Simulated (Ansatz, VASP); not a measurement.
## One calculation of Zn, two programs

File INCAR:

```
PREC = Accurate
ENCUT = 400
EDIFF = 1E-8
ISMEAR = -1
SIGMA = 0.08
LREAL = F
LASPH = T
NELM = 120
ALGO = Normal
ISIF = 2
LWAVE = F
LCHARG = F
GGA = PE
LEFG = T
NBANDS = 19
GGA_COMPAT = F
```

File KPOINTS:

```
regular mesh
0
Gamma
  18 18 10
```

The input POSCAR:

```
Zn
1.0
    2.6357256500      0.0000000000      0.0000000000
   -1.3178628250      2.2826053704      0.0000000000
    0.0000000000      0.0000000000      5.0950740607
Zn
2
Direct
    0.3544915365      0.6821555464      0.2500000000
    0.6666666667      0.3333333333      0.7500000000
```

Input for Ansatz:

```yaml
crystal:
  lattice:
    - [2.63572565, 0.0, 0.0]
    - [-1.317862825, 2.2826053704, 0.0]
    - [0.0, 0.0, 5.0950740607]
  atoms:
    - { symbol: Zn, position: [0.3544915365, 0.6821555464, 0.25] }
    - { symbol: Zn, position: [0.6666666667, 0.3333333333, 0.75] }
kpoints:
  mp_grid: { grid: [18, 18, 10] }
scf:
  occupations: { method: fermi_dirac, width: 0.08 }
hamiltonian:
  xc: pbe
  pseudopotentials: { kind: all_electron, datasets: crystal }
output:
  forces: true
  stress: true
  eigenvalues: true
  efg: { contact_densities: true }
```

Alike in both runs: task electric field gradients; functional PBE; k mesh 18 × 18 × 10; occupations fermi-dirac, width 0.08 eV; no spin polarisation.

```csv
,VASP,Ansatz
version,VASP 6.6.1,Ansatz 0.2.0
potentials or method,"VASP PAW PBE potentials, release 64 (Zn), cutoff 400 eV","all-electron PAW with datasets made for the crystal, scalar-relativistic"
```

Ansatz gave:

* pressure (GPa): 0.0
* traceless stress, the component that is largest in VASP (GPa): -0.04
* rms of the force components (eV/Å): 0.013
* size of Vzz on the site where it differs most (V/Å²): 47.8

What did VASP give for the same quantities?

Pressure (GPa): -0.3; traceless stress, the component that is largest in VASP (GPa): -0.16; rms of the force components (eV/Å): 0.013; size of Vzz on the site where it differs most (V/Å²): 48.0.

Atom by atom the forces differ by 0.000 eV/Å (rms over components). Ansatz ran all-electron here, and VASP with PAW potentials.
